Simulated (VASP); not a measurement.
# Ta2Si (I4/mcm) in VASP: single point with PBEsol

Aim: the single point of Ta2Si with PBEsol.

Program: VASP 6.6.1. These are calculated values, not measurements. Logs are shortened: lines on timing, memory, paths and dates and some standing lists are left out, and cuts for length are marked.

## (1) The cell of the first run

The structure is tetragonal, space group I4/mcm (No. 140). The conventional cell has a = 6.137 Å, b = 6.137 Å, c = 5.040 Å, α = 90.00°, β = 90.00°, γ = 90.00°. Si (site symmetry 422) has 2 Si at 2.52 Å and 8 Ta at 2.62 Å within 3.3 Å. Within 3.5 Å of Ta (site symmetry m2m) lie 4 Si at 2.62 Å and 11 Ta at 2.83 to 3.25 Å.

## (2) Single point, PBEsol

File INCAR:

```
PREC     = Accurate       # precision mode
ENCUT    = 520            # plane-wave cutoff, eV
EDIFF    = 1E-6           # SCF threshold, eV
ISMEAR   = 0              # smearing method
SIGMA    = 0.1            # smearing width, eV
LREAL    = F              # projectors in reciprocal space
LASPH    = T              # aspherical terms in the spheres
NELM     = 80             # most SCF steps
ALGO     = Fast           # electronic algorithm
ISIF     = 2              # what is computed and relaxed
LWAVE    = F              # write WAVECAR
LCHARG   = T              # write CHGCAR
GGA      = PS             # functional
LELF     = T              # ELF
LVHAR    = T            
NBANDS   = 35             # bands
```

File KPOINTS:

```
regular mesh
0
Gamma
  10 10 10
```

File POSCAR:

```
Ta2Si
1.0
   -3.0683767365      3.0683767365      2.5198993190
    3.0683767365     -3.0683767365      2.5198993190
    3.0683767365      3.0683767365     -2.5198993190
Si Ta
2 4
Direct
    0.2500000000      0.2500000000      0.0000000000
    0.7500000000      0.7500000000      0.0000000000
    0.6630661943      0.8369338057      0.5000000000
    0.8369338057      0.3369338057      0.1738676114
    0.3369338057      0.1630661943      0.5000000000
    0.1630661943      0.6630661943      0.8261323886
```

Potentials or basis: VASP PAW PBE potentials, release 64 (Si, Ta_pv).

Started as:

```bash
cat potpaw_PBE.64/Si/POTCAR potpaw_PBE.64/Ta_pv/POTCAR > POTCAR
mpirun -np 1 vasp_std > vasp.out
```

OUTCAR:

```text
PREC = Accurate
   ENCUT = 520
   EDIFF = 1E-6
   ISMEAR = 0
   LREAL = F
   LASPH = T
   NELM = 80
   ISIF = 2
   GGA = PS

 ion  position               nearest neighbor table
   1  0.250  0.250  0.000-   2 2.52   2 2.52   4 2.62   4 2.62   5 2.62   6 2.62   5 2.62   6 2.62
                             3 2.62   3 2.62
   2  0.750  0.750  0.000-   1 2.52   1 2.52   5 2.62   3 2.62   4 2.62   6 2.62   3 2.62   5 2.62
                             6 2.62   4 2.62
   3  0.663  0.837  0.500-   1 2.62   2 2.62   2 2.62   1 2.62   5 2.83   5 2.94   5 2.94   6 3.22
                             4 3.22   6 3.22   4 3.22   6 3.25   4 3.25   6 3.25   4 3.25
   4  0.837  0.337  0.174-   1 2.62   2 2.62   2 2.62   1 2.62   6 2.83   6 2.94   6 2.94   5 3.22
                             3 3.22   5 3.22   3 3.22   3 3.25   5 3.25   5 3.25   3 3.25
   5  0.337  0.163  0.500-   2 2.62   1 2.62   1 2.62   2 2.62   3 2.83   3 2.94   3 2.94   6 3.22
                             4 3.22   6 3.22   4 3.22   6 3.25   4 3.25   4 3.25   6 3.25
   6  0.163  0.663  0.826-   2 2.62   1 2.62   1 2.62   2 2.62   4 2.83   4 2.94   4 2.94   3 3.22
                             5 3.22   5 3.22   3 3.22   5 3.25   3 3.25   3 3.25   5 3.25

  LATTYP: Found a body centered tetragonal cell.
 ALAT       =     6.1367534730
 C/A-ratio  =     0.8212483458

  Lattice vectors:

 A1 = (  -3.0683767365,   3.0683767365,   2.5198993190)
 A2 = (   3.0683767365,  -3.0683767365,   2.5198993190)
 A3 = (   3.0683767365,   3.0683767365,  -2.5198993190)

Analysis of symmetry for initial positions (statically):
=====================================================================
 Subroutine PRICEL returns:
 Original cell was already a primitive cell.

 Routine SETGRP: Setting up the symmetry group for a
 body centered tetragonal supercell.

 Subroutine GETGRP returns: Found 16 space group operations
 (whereof  8 operations were pure point group operations)
 out of a pool of 16 trial point group operations.

The static configuration has the point symmetry C_4h.
 The point group associated with its full space group is D_4h.

Analysis of symmetry for dynamics (positions and initial velocities):
=====================================================================
 Subroutine PRICEL returns:
 Original cell was already a primitive cell.

 Routine SETGRP: Setting up the symmetry group for a
 body centered tetragonal supercell.

 Subroutine GETGRP returns: Found 16 space group operations
 (whereof  8 operations were pure point group operations)
 out of a pool of 16 trial point group operations.

The dynamic configuration has the point symmetry C_4h.
 The point group associated with its full space group is D_4h.

 Subroutine INISYM returns: Found 16 space group operations
 (whereof  8 operations are pure point group operations),
 and found     1 'primitive' translations

----------------------------------------------------------------------------------------

                                     Primitive cell

  volume of cell :      94.8988

  direct lattice vectors                    reciprocal lattice vectors
    -3.068376736  3.068376736  2.519899319     0.000000000  0.162952611  0.198420626
     3.068376736 -3.068376736  2.519899319     0.162952611  0.000000000  0.198420626
     3.068376736  3.068376736 -2.519899319     0.162952611  0.162952611  0.000000000

  length of vectors
     5.017944218  5.017944218  5.017944218     0.256757275  0.256757275  0.230449792

  position of ions in fractional coordinates (direct lattice)
     0.250000000  0.250000000  0.000000000
     0.750000000  0.750000000  0.000000000
     0.663066194  0.836933806  0.500000000
     0.836933806  0.336933806  0.173867611
     0.336933806  0.163066194  0.500000000
     0.163066194  0.663066194  0.826132389

  ion indices of the primitive-cell ions
   primitive index   ion index
                 1           1
                 2           2
                 3           3
                 4           4
                 5           5
                 6           6

----------------------------------------------------------------------------------------

 KPOINTS: regular mesh

Automatic generation of k-mesh.
 Grid dimensions read from file:
 generate k-points for:   10   10   10

 Generating k-lattice:

  Cartesian coordinates                     Fractional coordinates (reciprocal lattice)
     0.000000000  0.016295261  0.019842063     0.100000000  0.000000000 -0.000000000
     0.016295261  0.000000000  0.019842063     0.000000000  0.100000000 -0.000000000
     0.016295261  0.016295261  0.000000000     0.000000000  0.000000000  0.100000000

  Length of vectors
     0.025675727  0.025675727  0.023044979

  Shift w.r.t. Gamma in fractional coordinates (k-lattice)
     0.000000000  0.000000000  0.000000000

 Subroutine IBZKPT returns following result:
 ===========================================

 Found    102 irreducible k-points:

 Following reciprocal coordinates:
            Coordinates               Weight
  0.000000  0.000000  0.000000      1.000000
  0.100000 -0.000000  0.000000      8.000000
  0.200000 -0.000000  0.000000      8.000000
  0.300000  0.000000  0.000000      8.000000
  0.400000  0.000000 -0.000000      8.000000
  0.500000 -0.000000  0.000000      4.000000
[... 16 lines left out ...]
  0.300000  0.300000  0.000000      8.000000
  0.400000  0.300000 -0.000000     16.000000
 [... further k-points ...]
   k-points           NKPTS =    102   k-points in BZ     NKDIM =    102   number of bands    NBANDS=     35
   number of dos      NEDOS =    301   number of ions     NIONS =      6
   total plane-waves  NPLWV =  64000
   dimension x,y,z NGX =    40 NGY =   40 NGZ =   40
   dimension x,y,z NGXF=    80 NGYF=   80 NGZF=   80
   ions per type =               2   4
   NGX,Y,Z   is equivalent  to a cutoff of  13.25, 13.25, 13.25 a.u.
   NGXF,Y,Z  is equivalent  to a cutoff of  26.50, 26.50, 26.50 a.u.
 SYSTEM =  unknown system
   PREC   = accura    normal or accurate (medium, high low for compatibility)
   ISTART =      0    job   : 0-new  1-cont  2-samecut
   ICHARG =      2    charge: 1-file 2-atom 10-const
   ISPIN  =      1    spin polarized calculation?
   LNONCOLLINEAR =      F non collinear calculations
   LSORBIT =      F    spin-orbit coupling
   LASPH  =      T    aspherical Exc in radial PAW
   ENCUT  =  520.0 eV  38.22 Ry    6.18 a.u.   9.33  9.33  9.33*2*pi/ulx,y,z
   NELM   =     80;   NELMIN=  2; NELMDL= -5     # of ELM steps
   EDIFF  = 0.1E-05   stopping-criterion for ELM
   LREAL  =      F    real-space projection
   EDIFFG = 0.1E-04   stopping-criterion for IOM
   NSW    =      0    number of steps for IOM
   IBRION =     -1    ionic relax: 0-MD 1-quasi-New 2-CG
   NFREE  =      0    steps in history (QN), initial steepest desc. (CG)
   ISIF   =      2    stress and relaxation
   ISYM   =      2    0-nonsym 1-usesym 2-fastsym
   POTIM  = 0.5000    time-step for ionic-motion
   TEBEG  =    0.0;   TEEND  =   0.0 temperature during run
   PSTRESS=    0.0 pullay stress
   NELECT =      52.0000    total number of electrons
   NUPDOWN=      -1.0000    fix difference up-down
   EMIN   =  10.00;   EMAX   =-10.00  energy-range for DOS
   EFERMI =   0.00;   METHOD = LEGACY
   ISMEAR =     0;   SIGMA  =   0.10  broadening in eV -4-tet -1-fermi 0-gaus
   EFERMI_NEDOS =   21; number of points for ismear=-14 and -15
   IALGO  =     68    algorithm
   IMIX   =      4    mixing-type and parameters
     AMIX     =   0.40;   BMIX     =  1.00
     AMIX_MAG =   1.60;   BMIX_MAG =  1.00
  volume/ion in A,a.u.               =      15.82       106.73
  Fermi-wavevector in a.u.,A,eV,Ry     =   1.339643  2.531558 24.417607  1.794644
  Thomas-Fermi vector in A             =   2.468019
   LORBIT       =      0    0 simple, 1 ext, 2 COOP (PROOUT), +10 PAW based schemes
   GGA     = PS    functional components
   LHFCALC =     F    Hartree Fock is set to
   AEXX    =    0.0000 exact exchange contribution
   IVDW    =     0    specifies the selected vdW correction
   LEPSILON=     F    determine dielectric tensor
   LRPA    =     F    only Hartree local field effects (RPA)
 non-spin polarized calculation
 RMM-DIIS sequential band-by-band and
 Gauss-broadening in eV      SIGMA  =   0.10
  energy-cutoff  :      520.00
  volume of cell :       94.90
 maximum number of plane-waves:      2589
 NGX is ok and might be reduce to    40
   NGX = 19   NGY = 19   NGZ = 19

 number of electron      52.0000000 magnetization

 Free energy of the ion-electron system (eV)
  ---------------------------------------------------
  ext. energy  EPLUGINS =         0.00000000
  ---------------------------------------------------
  free energy    TOTEN  =       -65.31765011 eV

  energy without entropy =      -65.30170170  energy(sigma->0) =      -65.30967591

 E-fermi :   7.5489     XC(G=0): -12.5989

 val. band max:        7.5460780413   @ k =   0.2000   0.2000   0.0000
 cond. band min:       7.5495805690   @ k =  -0.3000   0.3000   0.0000
 fundamental gap:      0.0035025277
 Fermi energy:         7.5489156179

 k-point     1 :       0.0000    0.0000    0.0000
  band No.  band energies     occupation
      1     -26.9311      2.00000
      2     -26.9285      2.00000
      3     -26.9285      2.00000
      4     -26.8691      2.00000
      5     -26.8691      2.00000
      6     -26.8417      2.00000
[... 27 lines left out ...]
     34      11.9425      0.00000
     35      13.1931      0.00000

 k-point     2 :       0.1000   -0.0000    0.0000
  band No.  band energies     occupation
      1     -26.9610      2.00000
      2     -26.9542      2.00000
      3     -26.9284      2.00000
      4     -26.8451      2.00000
      5     -26.8403      2.00000
      6     -26.8300      2.00000
[... 27 lines left out ...]
     34      11.6882      0.00000
     35      13.0395      0.00000

 k-point     3 :       0.2000   -0.0000    0.0000
  band No.  band energies     occupation
      1     -26.9945      2.00000
      2     -26.9918      2.00000
      3     -26.9413      2.00000
      4     -26.8338      2.00000
      5     -26.8119      2.00000
      6     -26.7954      2.00000
[... 27 lines left out ...]
     34      11.8891      0.00000
     35      12.6710      0.00000

 k-point     4 :       0.3000    0.0000    0.0000
  band No.  band energies     occupation
      1     -27.0226      2.00000
      2     -27.0222      2.00000
      3     -26.9329      2.00000
      4     -26.8334      2.00000
      5     -26.8109      2.00000
      6     -26.7481      2.00000
[... 27 lines left out ...]
     34      11.6326      0.00000
     35      12.0698      0.00000

 k-point     5 :       0.4000    0.0000   -0.0000
  band No.  band energies     occupation
      1     -27.0412      2.00000
      2     -27.0410      2.00000
      3     -26.8958      2.00000
      4     -26.8263      2.00000
      5     -26.8234      2.00000
      6     -26.7266      2.00000
[... 638 lines left out ...]
 k-point    22 :      -0.2000    0.2000    0.0000
  band No.  band energies     occupation
      1     -26.9722      2.00000
      2     -26.9267      2.00000
      3     -26.9071      2.00000
      4     -26.8935      2.00000
      5     -26.8700      2.00000
      6     -26.8046      2.00000
[... 27 lines left out ...]
     34      12.3584      0.00000
     35      12.5352      0.00000

 k-point    23 :       0.3000    0.3000    0.0000
  band No.  band energies     occupation
      1     -27.0510      2.00000
      2     -26.9616      2.00000
      3     -26.9274      2.00000
      4     -26.8521      2.00000
      5     -26.8446      2.00000
      6     -26.7483      2.00000
[... 27 lines left out ...]
     34      11.1556      0.00000
     35      12.1511      0.00000

 k-point    24 :       0.4000    0.3000   -0.0000
  band No.  band energies     occupation
      1     -27.0324      2.00000
      2     -26.9570      2.00000
      3     -26.9371      2.00000
      4     -26.8593      2.00000
      5     -26.8248      2.00000
      6     -26.7550      2.00000
[... 27 lines left out ...]
     34      11.3647      0.00000
     35      11.8812      0.00000

 [... further k-points ...]

------------------------ aborting loop because EDIFF is reached ----------------------------------------

  FORCE on cell =-STRESS in cart. coord.  units (eV):
  Direction    XX          YY          ZZ          XY          YZ          ZX
  --------------------------------------------------------------------------------------
  -------------------------------------------------------------------------------------
  Total        0.1763774      0.1763774      0.1296188      0.0000000      0.0000000      0.0000000
  in kB        2.9777832      2.9777832      2.1883555      0.0000000      0.0000000      0.0000000
  external PRESSURE =       2.7146407 kB  Pullay stress =       0.0000000 kB

 VOLUME and BASIS-vectors are now :
 -----------------------------------------------------------------------------
  energy-cutoff  :      520.00
  volume of cell :       94.90
      direct lattice vectors                 reciprocal lattice vectors
    -3.068376736  3.068376736  2.519899319     0.000000000  0.162952611  0.198420626
     3.068376736 -3.068376736  2.519899319     0.162952611  0.000000000  0.198420626
     3.068376736  3.068376736 -2.519899319     0.162952611  0.162952611  0.000000000

 POSITION                                       TOTAL-FORCE (eV/Angst)
 -----------------------------------------------------------------------------------
      0.00000      0.00000      1.25995         0.000000     -0.000000     -0.000000
      0.00000      0.00000      3.77985        -0.000000      0.000000     -0.000000
      2.06768      1.00070      2.51990         0.003833     -0.003833     -0.000000
     -1.00070      2.06768      2.51990         0.003833      0.003833      0.000000
      1.00070      2.06768      0.00000        -0.003833      0.003833      0.000000
      4.06907      1.00070      0.00000        -0.003833     -0.003833     -0.000000
 -----------------------------------------------------------------------------------
    total drift:                               -0.000000     -0.000000      0.000000

  FREE ENERGIE OF THE ION-ELECTRON SYSTEM (eV)
  ---------------------------------------------------
  free  energy   TOTEN  =       -65.3176501149 eV

  energy  without entropy=      -65.3017017034  energy(sigma->0) =      -65.30967591
```

It took 7.6 min on 1 thread of Intel Xeon Platinum 8259CL at 2.50GHz (Skylake/Cascade Lake), shared host; peak memory 0.42 GiB.

Results:

| Property | Result |
| --- | --- |
| Free energy | -65.3177 eV |
| Pressure | 0.3 GPa |
| Largest force | 0.005 eV/Å |
| Band gap on the k mesh | zero (bands 26 and 27 overlap by 0.75 eV) |

Forces on the atoms (eV/Å):
```
Si   0.000  0.000  0.000
Si   0.000  0.000  0.000
Ta   0.004 -0.004  0.000
Ta   0.004  0.004  0.000
Ta  -0.004  0.004  0.000
Ta  -0.004 -0.004  0.000
```

Caveat: the PAW data sets were made with another functional, which shifts forces and pressure a little; spin-orbit coupling is left out, which moves the levels of the heavy elements.
